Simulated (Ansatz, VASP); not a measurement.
## One calculation of Au, two programs

File INCAR:

```
SYSTEM = Au
  PREC = Accurate
  ENCUT = 520
  EDIFF = 1E-6
  ISMEAR = 0
  SIGMA = 0.15
  LREAL = .False.
  LASPH = .True.
  NELM = 80
  ALGO = Normal
  ISIF = 2
  LWAVE = .False.
  LCHARG = .False.
  GGA = PS
  NBANDS = 12
```

File KPOINTS:

```
Automatic mesh
0
Gamma
  20 20 20
  0 0 0
```

Contents of POSCAR:

```
Au
1.0
    0.0000000000      2.1068650000      1.9841350000
    2.1068650000      0.0000000000      1.9841350000
    2.1068650000      2.1068650000      0.0000000000
Au
1
Direct
    0.0000000000      0.0000000000      0.0000000000
```

Input for Ansatz:

```yaml
crystal:
  lattice:
    - [0.0, 2.106865, 1.984135]
    - [2.106865, 0.0, 1.984135]
    - [2.106865, 2.106865, 0.0]
  atoms:
    - { symbol: Au, position: [0.0, 0.0, 0.0] }
basis:
  ecutwfc: 420
kpoints:
  mp_grid: { grid: [20, 20, 20] }
hamiltonian:
  xc: pbesol
scf:
  occupations: { method: gaussian, width: 0.15 }
output:
  forces: true
  stress: true
  eigenvalues: true
```

Change from the starting cell: strain +0.030 along x and y, -0.030 along z, atoms carried along.

Alike in both runs: task single point; functional PBEsol; k mesh 20 × 20 × 20; occupations gaussian, width 0.15 eV; no spin polarisation.

|  | VASP | Ansatz |
| --- | --- | --- |
| version | VASP 6.6.1 | Ansatz 0.2.0 |
| potentials or method | VASP PAW PBE potentials, release 64 (Au), cutoff 520 eV | scalar-relativistic, plane waves, PAW |
| valence electrons in the cell | 11 | 19 |

|  | VASP | Ansatz | Ansatz less VASP |
| --- | --- | --- | --- |
| gap on the k mesh at the Fermi level (eV) | none | none | - |
| pressure (GPa) | -5.6 | -5.3 | +0.26 |
| traceless stress, the component that is largest in VASP (GPa) | 0.92 | 0.91 | -0.009 |

VASP's potentials were made for PBE, not for PBEsol. A gap of «none» marks a metal or a gap that the smearing closes. VASP's potentials hold 11 valence electrons a cell and Ansatz's 19, so a difference there can come from the potentials and not from the codes.

Spin-orbit coupling is off throughout.
